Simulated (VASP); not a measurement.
# Ca3Y (Pm-3m) in VASP: further runs

Ca3Y is run at these levels: LDA; tasks: single point.

Program: VASP 6.6.1. These are calculated values, not measurements. Logs are shortened: lines on timing, memory, paths and dates and some standing lists are left out, and cuts for length are marked.

### 1 The cell of the first run

The structure is cubic, space group Pm-3m (No. 221). The conventional cell has a = 5.413 Å, b = 5.413 Å, c = 5.413 Å, α = 90.00°, β = 90.00°, γ = 90.00°. Within 5.0 Å of Ca (site symmetry 4/mmm) lie 8 Ca at 3.83 Å and 4 Y at 3.83 Å. Y (site symmetry m-3m) has 12 Ca at 3.83 Å within 5.0 Å.

### 2 Single point, LDA

INCAR reads:

```
  ALGO = Normal
  EDIFF = 1E-6
  ENCUT = 500
  GGA_COMPAT = False
  ISIF = 2
  ISMEAR = 1
  LASPH = True
  LCHARG = False
  LREAL = False
  LWAVE = False
  NBANDS = 28
  NELM = 120
  PREC = Accurate
  SIGMA = 0.1
```

KPOINTS reads:

```
k-points
0
Gamma
  2 2 2
```

POSCAR reads:

```
Ca3Y
1.0
    5.4128100000      0.0000000000      0.0000000000
    0.0000000000      5.4128100000      0.0000000000
    0.0000000000      0.0000000000      5.4128100000
Ca Y
3 1
Direct
    0.0000000000      0.5000000000      0.5000000000
    0.5000000000      0.0000000000      0.5000000000
    0.5000000000      0.5000000000      0.0000000000
    0.0000000000      0.0000000000      0.0000000000
```

Potentials or basis: VASP PAW LDA potentials, release 64 (Ca_sv, Y_sv).

The run is started by

```sh
$ cat potpaw_LDA.64/Ca_sv/POTCAR potpaw_LDA.64/Y_sv/POTCAR > POTCAR
$ mpirun -np 1 vasp_std > vasp.out
```

OUTCAR:

```text
EDIFF = 1E-6
   ENCUT = 500
   ISIF = 2
   ISMEAR = 1
   LASPH = True
   LREAL = False
   NELM = 120
   PREC = Accurate

 ion  position               nearest neighbor table
   1  0.000  0.500  0.500-
   2  0.500  0.000  0.500-
   3  0.500  0.500  0.000-
   4  0.000  0.000  0.000-

  LATTYP: Found a simple cubic cell.
 ALAT       =     5.4128100000

  Lattice vectors:

 A1 = (   5.4128100000,   0.0000000000,   0.0000000000)
 A2 = (   0.0000000000,   5.4128100000,   0.0000000000)
 A3 = (   0.0000000000,   0.0000000000,   5.4128100000)

Analysis of symmetry for initial positions (statically):
=====================================================================
 Subroutine PRICEL returns:
 Original cell was already a primitive cell.

 Routine SETGRP: Setting up the symmetry group for a
 simple cubic supercell.

 Subroutine GETGRP returns: Found 48 space group operations
 (whereof 48 operations were pure point group operations)
 out of a pool of 48 trial point group operations.

The static configuration has the point symmetry O_h .

Analysis of symmetry for dynamics (positions and initial velocities):
=====================================================================
 Subroutine PRICEL returns:
 Original cell was already a primitive cell.

 Routine SETGRP: Setting up the symmetry group for a
 simple cubic supercell.

 Subroutine GETGRP returns: Found 48 space group operations
 (whereof 48 operations were pure point group operations)
 out of a pool of 48 trial point group operations.

The dynamic configuration has the point symmetry O_h .

 Subroutine INISYM returns: Found 48 space group operations
 (whereof 48 operations are pure point group operations),
 and found     1 'primitive' translations

----------------------------------------------------------------------------------------

                                     Primitive cell

  volume of cell :     158.5873

  direct lattice vectors                    reciprocal lattice vectors
     5.412810000  0.000000000  0.000000000     0.184746924  0.000000000  0.000000000
     0.000000000  5.412810000  0.000000000     0.000000000  0.184746924  0.000000000
     0.000000000  0.000000000  5.412810000     0.000000000  0.000000000  0.184746924

  length of vectors
     5.412810000  5.412810000  5.412810000     0.184746924  0.184746924  0.184746924

  position of ions in fractional coordinates (direct lattice)
     0.000000000  0.500000000  0.500000000
     0.500000000  0.000000000  0.500000000
     0.500000000  0.500000000  0.000000000
     0.000000000  0.000000000  0.000000000

  ion indices of the primitive-cell ions
   primitive index   ion index
                 1           1
                 2           2
                 3           3
                 4           4

----------------------------------------------------------------------------------------

 KPOINTS: k-points

Automatic generation of k-mesh.
 Grid dimensions read from file:
 generate k-points for:    2    2    2

 Generating k-lattice:

  Cartesian coordinates                     Fractional coordinates (reciprocal lattice)
     0.092373462  0.000000000  0.000000000     0.500000000  0.000000000  0.000000000
     0.000000000  0.092373462  0.000000000     0.000000000  0.500000000  0.000000000
     0.000000000  0.000000000  0.092373462     0.000000000  0.000000000  0.500000000

  Length of vectors
     0.092373462  0.092373462  0.092373462

  Shift w.r.t. Gamma in fractional coordinates (k-lattice)
     0.000000000  0.000000000  0.000000000

 Subroutine IBZKPT returns following result:
 ===========================================

 Found      4 irreducible k-points:

 Following reciprocal coordinates:
            Coordinates               Weight
  0.000000  0.000000  0.000000      1.000000
  0.500000  0.000000  0.000000      3.000000
  0.500000  0.500000  0.000000      3.000000
  0.500000  0.500000  0.500000      1.000000
   k-points           NKPTS =      4   k-points in BZ     NKDIM =      4   number of bands    NBANDS=     28
   number of dos      NEDOS =    301   number of ions     NIONS =      4
   total plane-waves  NPLWV =  64000
   dimension x,y,z NGX =    40 NGY =   40 NGZ =   40
   dimension x,y,z NGXF=    80 NGYF=   80 NGZF=   80
   ions per type =               3   1
   NGX,Y,Z   is equivalent  to a cutoff of  12.29, 12.29, 12.29 a.u.
   NGXF,Y,Z  is equivalent  to a cutoff of  24.57, 24.57, 24.57 a.u.
 SYSTEM =  unknown system
   PREC   = accura    normal or accurate (medium, high low for compatibility)
   ISTART =      0    job   : 0-new  1-cont  2-samecut
   ICHARG =      2    charge: 1-file 2-atom 10-const
   ISPIN  =      1    spin polarized calculation?
   LNONCOLLINEAR =      F non collinear calculations
   LSORBIT =      F    spin-orbit coupling
   LASPH  =      T    aspherical Exc in radial PAW
   ENCUT  =  500.0 eV  36.75 Ry    6.06 a.u.   9.87  9.87  9.87*2*pi/ulx,y,z
   NELM   =    120;   NELMIN=  2; NELMDL= -5     # of ELM steps
   EDIFF  = 0.1E-05   stopping-criterion for ELM
   LREAL  =      F    real-space projection
   EDIFFG = 0.1E-04   stopping-criterion for IOM
   NSW    =      0    number of steps for IOM
   IBRION =     -1    ionic relax: 0-MD 1-quasi-New 2-CG
   NFREE  =      0    steps in history (QN), initial steepest desc. (CG)
   ISIF   =      2    stress and relaxation
   ISYM   =      2    0-nonsym 1-usesym 2-fastsym
   POTIM  = 0.5000    time-step for ionic-motion
   TEBEG  =    0.0;   TEEND  =   0.0 temperature during run
   PSTRESS=    0.0 pullay stress
   NELECT =      41.0000    total number of electrons
   NUPDOWN=      -1.0000    fix difference up-down
   EMIN   =  10.00;   EMAX   =-10.00  energy-range for DOS
   EFERMI =   0.00;   METHOD = LEGACY
   ISMEAR =     1;   SIGMA  =   0.10  broadening in eV -4-tet -1-fermi 0-gaus
   EFERMI_NEDOS =   21; number of points for ismear=-14 and -15
   IALGO  =     38    algorithm
   IMIX   =      4    mixing-type and parameters
     AMIX     =   0.40;   BMIX     =  1.00
     AMIX_MAG =   1.60;   BMIX_MAG =  1.00
  volume/ion in A,a.u.               =      39.65       267.55
  Fermi-wavevector in a.u.,A,eV,Ry     =   1.042910  1.970813 14.798519  1.087660
  Thomas-Fermi vector in A             =   2.177596
   LORBIT       =      0    0 simple, 1 ext, 2 COOP (PROOUT), +10 PAW based schemes
   GGA     = CA    functional components
   LHFCALC =     F    Hartree Fock is set to
   AEXX    =    0.0000 exact exchange contribution
   IVDW    =     0    specifies the selected vdW correction
   LEPSILON=     F    determine dielectric tensor
   LRPA    =     F    only Hartree local field effects (RPA)
 non-spin polarized calculation
 Methfessel and Paxton  Order N= 1 SIGMA  =   0.10
  energy-cutoff  :      500.00
  volume of cell :      158.59
 maximum number of plane-waves:      4068
 NGX is ok and might be reduce to    40
   NGX = 19   NGY = 19   NGZ = 19

 number of electron      41.0000007 magnetization

 Free energy of the ion-electron system (eV)
  ---------------------------------------------------
  ext. energy  EPLUGINS =         0.00000000
  ---------------------------------------------------
  free energy    TOTEN  =       -13.03992420 eV

  energy without entropy =      -13.04782129  energy(sigma->0) =      -13.04255657

 E-fermi :   2.1579     XC(G=0):  -8.3677

 val. band max:        2.0822387849   @ k =   0.5000   0.5000   0.5000
 cond. band min:       2.2345849373   @ k =   0.5000   0.0000   0.0000
 fundamental gap:      0.1523461524
 Fermi energy:         2.1578645801

 k-point     1 :       0.0000    0.0000    0.0000
  band No.  band energies     occupation
      1     -41.4518      2.00000
      2     -39.2325      2.00000
      3     -39.2130      2.00000
      4     -39.2130      2.00000
      5     -21.5119      2.00000
      6     -21.5119      2.00000
[... 20 lines left out ...]
     27       4.1471     -0.00000
     28       4.1471     -0.00000

 k-point     2 :       0.5000    0.0000    0.0000
  band No.  band energies     occupation
      1     -41.4517      2.00000
      2     -39.2260      2.00000
      3     -39.2195      2.00000
      4     -39.2129      2.00000
      5     -21.5092      2.00000
      6     -21.5089      2.00000
[... 20 lines left out ...]
     27       3.4495     -0.00000
     28       4.3514      0.00000

 k-point     3 :       0.5000    0.5000    0.0000
  band No.  band energies     occupation
      1     -41.4516      2.00000
      2     -39.2195      2.00000
      3     -39.2195      2.00000
      4     -39.2195      2.00000
      5     -21.5127      2.00000
      6     -21.5127      2.00000
[... 20 lines left out ...]
     27       3.5184     -0.00000
     28       3.5184     -0.00000

 k-point     4 :       0.5000    0.5000    0.5000
  band No.  band energies     occupation
      1     -41.4516      2.00000
      2     -39.2194      2.00000
      3     -39.2194      2.00000
      4     -39.2194      2.00000
      5     -21.5167      2.00000
      6     -21.5167      2.00000
[... 20 lines left out ...]
     27       3.9418     -0.00000
     28       3.9418     -0.00000

------------------------ aborting loop because EDIFF is reached ----------------------------------------

  FORCE on cell =-STRESS in cart. coord.  units (eV):
  Direction    XX          YY          ZZ          XY          YZ          ZX
  --------------------------------------------------------------------------------------
  -------------------------------------------------------------------------------------
  Total       -2.3642131     -2.3642131     -2.3642131     -0.0000000     -0.0000000      0.0000000
  in kB      -23.8851985    -23.8851985    -23.8851985     -0.0000000     -0.0000000      0.0000000
  external PRESSURE =     -23.8851985 kB  Pullay stress =       0.0000000 kB

 VOLUME and BASIS-vectors are now :
 -----------------------------------------------------------------------------
  energy-cutoff  :      500.00
  volume of cell :      158.59
      direct lattice vectors                 reciprocal lattice vectors
     5.412810000  0.000000000  0.000000000     0.184746924  0.000000000  0.000000000
     0.000000000  5.412810000  0.000000000     0.000000000  0.184746924  0.000000000
     0.000000000  0.000000000  5.412810000     0.000000000  0.000000000  0.184746924

 POSITION                                       TOTAL-FORCE (eV/Angst)
 -----------------------------------------------------------------------------------
      0.00000      2.70641      2.70641         0.000000      0.000000      0.000000
      2.70641      0.00000      2.70641         0.000000      0.000000      0.000000
      2.70641      2.70641      0.00000         0.000000      0.000000      0.000000
      0.00000      0.00000      0.00000         0.000000      0.000000      0.000000
 -----------------------------------------------------------------------------------
    total drift:                               -0.000000      0.000000     -0.000000

  FREE ENERGIE OF THE ION-ELECTRON SYSTEM (eV)
  ---------------------------------------------------
  free  energy   TOTEN  =       -13.0399242029 eV

  energy  without entropy=      -13.0478212924  energy(sigma->0) =      -13.04255657
```

Run time: 14 s. Hardware: 1 thread of Intel Xeon Platinum 8375C at 2.90GHz (Ice Lake), shared host; peak memory 0.19 GiB.

What came out:

* Free energy: -13.0399 eV
* Pressure: -2.4 GPa

Levels at points of the mesh, in eV from the Fermi level:
```tsv
k point	band 18	band 19	band 20	band 21	band 22	band 23	band 24	band 25
(0.00, 0.00, 0.00)	-1.05	-1.05	-0.72	-0.08	-0.08	-0.08	1.07	1.07
(0.50, 0.00, 0.00)	-2.78	-0.48	0.08	0.08	0.08	0.40	0.66	0.66
(0.50, 0.50, 0.00)	-1.80	-1.55	-1.55	0.24	0.24	0.56	0.84	0.88
(0.50, 0.50, 0.50)	-1.44	-1.44	-1.41	-0.17	-0.08	-0.08	-0.08	1.27
```

Caveat: the k points lie up to 0.58 Å⁻¹ apart.

### 3 Single point, LDA

INCAR reads:

```
SYSTEM = Ca3Y
PREC = Accurate ; ENCUT = 500
EDIFF = 1E-6 ; ISMEAR = 1
SIGMA = 0.1 ; LREAL = .False.
LASPH = .True. ; NELM = 120
ALGO = Normal ; ISIF = 2
LWAVE = .False. ; LCHARG = .False.
NBANDS = 28 ; GGA_COMPAT = .False.
```

KPOINTS reads:

```
regular mesh
0
Gamma
  4 4 4
  0 0 0
```

POSCAR is that of step 2.

Potentials or basis: VASP PAW LDA potentials, release 64 (Ca_sv, Y_sv).

The run is started by

```sh
$ cat potpaw_LDA.64/Ca_sv/POTCAR potpaw_LDA.64/Y_sv/POTCAR > POTCAR
$ mpirun -np 1 vasp_std > vasp.out
```

It took 35 s on 1 thread of Intel Xeon Platinum 8375C at 2.90GHz (Ice Lake), shared host; peak memory 0.22 GiB.

The run converged. Its results:

| Item | Value |
| --- | --- |
| Free energy | -12.9265 eV |
| Pressure | -2.3 GPa |

Levels at points of the mesh, in eV from the Fermi level:
| k point | band 16 | band 17 | band 18 | band 19 | band 20 | band 21 | band 22 | band 23 | band 24 | band 25 |
| --- | --- | --- | --- | --- | --- | --- | --- | --- | --- | --- |
| (0.00, 0.00, 0.00) | -22.50 | -4.22 | -0.94 | -0.94 | -0.58 | 0.04 | 0.04 | 0.04 | 1.19 | 1.19 |
| (0.50, 0.00, 0.00) | -22.52 | -2.90 | -2.65 | -0.37 | 0.20 | 0.20 | 0.22 | 0.52 | 0.77 | 0.77 |
| (0.50, 0.50, 0.00) | -22.50 | -1.77 | -1.66 | -1.44 | -1.44 | 0.36 | 0.36 | 0.67 | 0.98 | 1.01 |
| (0.50, 0.50, 0.50) | -22.50 | -1.32 | -1.32 | -1.32 | -1.30 | -0.02 | 0.03 | 0.03 | 0.03 | 1.39 |

### 4 Single point, LDA

INCAR reads:

```
ALGO     = Normal         # electronic algorithm
EDIFF    = 1E-6           # SCF threshold, eV
ENCUT    = 500            # plane-wave cutoff, eV
GGA_COMPAT= False        
ISIF     = 2              # what is computed and relaxed
ISMEAR   = 1              # smearing method
LASPH    = True           # aspherical terms in the spheres
LCHARG   = False          # write CHGCAR
LREAL    = False          # projectors in reciprocal space
LWAVE    = False          # write WAVECAR
NBANDS   = 28             # bands
NELM     = 120            # most SCF steps
PREC     = Accurate       # precision mode
SIGMA    = 0.1            # smearing width, eV
```

KPOINTS reads:

```
k-points
0
Gamma
  4 4 4
```

POSCAR is that of step 3.

The run is started by

```sh
$ cat potpaw_LDA.64/Ca_sv/POTCAR potpaw_LDA.64/Y_sv/POTCAR > POTCAR
$ mpirun -np 1 vasp_std > vasp.out
```

Run time: 30 s. Hardware: 1 thread of Intel Xeon Platinum 8375C at 2.90GHz (Ice Lake), shared host; peak memory 0.22 GiB.

It converged, with:

```
Free energy : -12.9265 eV
Pressure    : -2.3 GPa
```

Levels at points of the mesh, in eV from the Fermi level:
```csv
k point,band 18,band 19,band 20,band 21,band 22,band 23
"(0.00, 0.00, 0.00)",-0.94,-0.94,-0.58,0.04,0.04,0.04
"(0.50, 0.00, 0.00)",-2.65,-0.37,0.20,0.20,0.22,0.52
"(0.50, 0.50, 0.00)",-1.66,-1.44,-1.44,0.36,0.36,0.67
"(0.50, 0.50, 0.50)",-1.32,-1.32,-1.30,-0.02,0.03,0.03
```
